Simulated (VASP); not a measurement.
Input of a VASP 6.6.1 run:

The input INCAR:

```
ALGO     = Normal         # electronic algorithm
EDIFF    = 1E-7           # SCF threshold, eV
EDIFFG   = -0.001         # ionic threshold
ENCUT    = 600            # plane-wave cutoff, eV
GGA      = CA             # functional
GGA_COMPAT= F            
IBRION   = 2              # ionic algorithm
ISIF     = 3              # what is computed and relaxed
ISMEAR   = 0              # smearing method
LASPH    = T              # aspherical terms in the spheres
LCHARG   = F              # write CHGCAR
LREAL    = F              # projectors in reciprocal space
LWAVE    = F              # write WAVECAR
NELM     = 120            # most SCF steps
NELMIN   = 4            
NSW      = 80             # ionic steps
PREC     = Accurate       # precision mode
PSTRESS  = 350.0        
SIGMA    = 0.01           # smearing width, eV
```

The input KPOINTS:

```
k-points
0
Gamma
  10 10 10
```

Contents of POSCAR:

```
MgO
1.0
    0.0000000000      2.0200642556      2.0200642556
    2.0200642556      0.0000000000      2.0200642556
    2.0200642556      2.0200642556      0.0000000000
Mg O
1 1
Direct
    0.0000000000      0.0000000000      0.0000000000
    0.5000000000      0.5000000000      0.5000000000
```

Potentials or basis: VASP PAW LDA potentials, release 64 (Mg, O).

Command:

```sh
$ cat potpaw_LDA.64/Mg/POTCAR potpaw_LDA.64/O/POTCAR > POTCAR
$ mpirun -np 1 vasp_std > vasp.out
```

Task: What does it give for the band gap on the k mesh?

Result: 6.79 eV.

Task: What does it give for the relaxed volume?

Result: 7.70 Å³/atom.

The path:
| step | energy change (eV) | largest force (eV/Å) | pressure (GPa) | volume (Å³) |
| --- | --- | --- | --- | --- |
| 1 | 0.0000 | 0.0000 | 15.98 | 16.49 |
| 2 | 0.5100 | 0.0000 | 62.78 | 14.26 |
| 3 | 0.1670 | 0.0000 | 34.67 | 15.41 |
| 4 | 0.1716 | 0.0000 | 35.10 | 15.39 |
| 5 | 0.1695 | 0.0000 | 34.91 | 15.40 |
| 6 | 0.1705 | 0.0000 | 34.99 | 15.39 |

Caveat: the cell is relaxed towards a set pressure, so the run minimises the enthalpy, not the energy. Zero-point motion and thermal expansion aren't in these numbers.
